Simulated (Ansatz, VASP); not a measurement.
**SrTiO3: VASP beside Ansatz**

```
Sr Ti O
1.0
    -2.75550    2.75550    3.89800
     2.75550   -2.75550    3.89800
     2.75550    2.75550   -3.89800
Sr Ti O
2 2 6
Direct
  0.75000 0.25000 0.50000
  0.25000 0.75000 0.50000
  0.00000 0.00000 0.00000
  0.50000 0.50000 0.00000
  0.25000 0.25000 0.00000
  0.75000 0.75000 0.00000
  0.74510 0.24510 0.99020
  0.24510 0.25490 0.50000
  0.25490 0.75490 0.00980
  0.75490 0.74510 0.50000
```

Alike in both runs: task single point; functional r2SCAN; k mesh 6 × 6 × 6; occupations gaussian, width 0.1 eV; no spin polarisation.

|  | VASP | Ansatz |
| --- | --- | --- |
| version | VASP 6.6.1 | Ansatz 0.2.0 |
| potentials or method | VASP PAW PBE potentials, release 64 (Sr_sv, Ti_sv, O), cutoff 660 eV | scalar-relativistic, plane waves, PAW |
| valence electrons in the cell | 80 | 80 |

```csv
,VASP,Ansatz,Ansatz less VASP
gap on the k mesh at the Fermi level (eV),2.30,2.28,-0.013
least direct gap on the mesh (eV),2.30,2.28,-0.013
pressure (GPa),2.1,1.4,-0.73
```

VASP's potentials were made for PBE, not for r2SCAN.
